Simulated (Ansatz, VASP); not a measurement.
## Two plane-wave programs on LaLu2N3

Contents of INCAR:

```
SYSTEM = LaLu2N3
ALGO = Normal
EDIFF = 1E-6
ENCUT = 520
GGA = PE
ISIF = 2
ISMEAR = 0
LASPH = .True.
LCHARG = .True.
LELF = .True.
LREAL = .False.
LVHAR = .True.
LWAVE = .False.
NBANDS = 47
NELM = 60
PREC = Accurate
SIGMA = 0.1
```

KPOINTS

```
k-points
0
Gamma
  12 12 4
  0 0 0
```

File POSCAR:

```
LaLu2N3
1.0
    3.4022097756      0.0000000000      0.0000000000
    0.0000000000      3.4022097756      0.0000000000
    0.0000000000      0.0000000000      9.4771818580
La Lu N
1 2 3
Direct
    0.0000000000      0.0000000000      0.0000000000
    0.0000000000      0.5000000000      0.6197943548
    0.5000000000      0.0000000000      0.3802056452
    0.5000000000      0.5000000000      0.0000000000
    0.0000000000      0.5000000000      0.3847359859
    0.5000000000      0.0000000000      0.6152640141
```

Input for Ansatz:

```yaml
crystal:
  lattice:
    - [3.4022097756, 0.0, 0.0]
    - [0.0, 3.4022097756, 0.0]
    - [0.0, 0.0, 9.477181858]
  atoms:
    - { symbol: La, position: [0.0, 0.0, 0.0] }
    - { symbol: Lu, position: [0.0, 0.5, 0.6197943548] }
    - { symbol: Lu, position: [0.5, 0.0, 0.3802056452] }
    - { symbol: "N", position: [0.5, 0.5, 0.0] }
    - { symbol: "N", position: [0.0, 0.5, 0.3847359859] }
    - { symbol: "N", position: [0.5, 0.0, 0.6152640141] }
basis:
  ecutwfc: 420
kpoints:
  mp_grid: { grid: [12, 12, 4] }
  band_path:
    path:
      - [[0.0, 0.0, 0.0], [0.0, 0.5, 0.0], [0.5, 0.5, 0.0], [0.0, 0.0, 0.0], [0.0, 0.0, 0.5], [0.0, 0.5, 0.5], [0.5, 0.5, 0.5], [0.0, 0.0, 0.5]]
      - [[0.0, 0.5, 0.0], [0.0, 0.5, 0.5]]
      - [[0.5, 0.5, 0.0], [0.5, 0.5, 0.5]]
    npoints: 14
hamiltonian:
  xc: pbe
scf:
  occupations: { method: gaussian, width: 0.1 }
  n_extra_bands: 15
output:
  forces: true
  stress: true
  eigenvalues: true
  populations: true
  dos: { projected: true, de: 0.02, nscf_kmesh: { grid: [15, 15, 5] } }
  bader: true
  write_density: true
  write_potential: true
  elf: true
  volumetric_format: npy
```

Alike in both runs: task single point; functional PBE; k mesh 12 × 12 × 4; occupations gaussian, width 0.1 eV; no spin polarisation.

|  | VASP | Ansatz |
| --- | --- | --- |
| version | VASP 6.6.1 | Ansatz 0.2.0 |
| potentials or method | VASP PAW PBE potentials, release 64 (La, Lu, N), cutoff 520 eV | scalar-relativistic, plane waves, PAW |
| valence electrons in the cell | 76 | 76 |

Ansatz gave:

```
gap on the k mesh at the Fermi level (eV) : none
pressure (GPa)                            : 0.0
rms of the force components (eV/Å)        : 0.001
```

Question: What did VASP give for the same quantities?

Answer: gap on the k mesh at the Fermi level (eV): none; pressure (GPa): 0.4; rms of the force components (eV/Å): 0.031.

Atom by atom the forces differ by 0.031 eV/Å (rms over components). A gap of «none» marks a metal or a gap that the smearing closes. The functional is the same, so the differences come from potentials, cutoffs and numerics.

Neither program's run includes spin-orbit coupling.
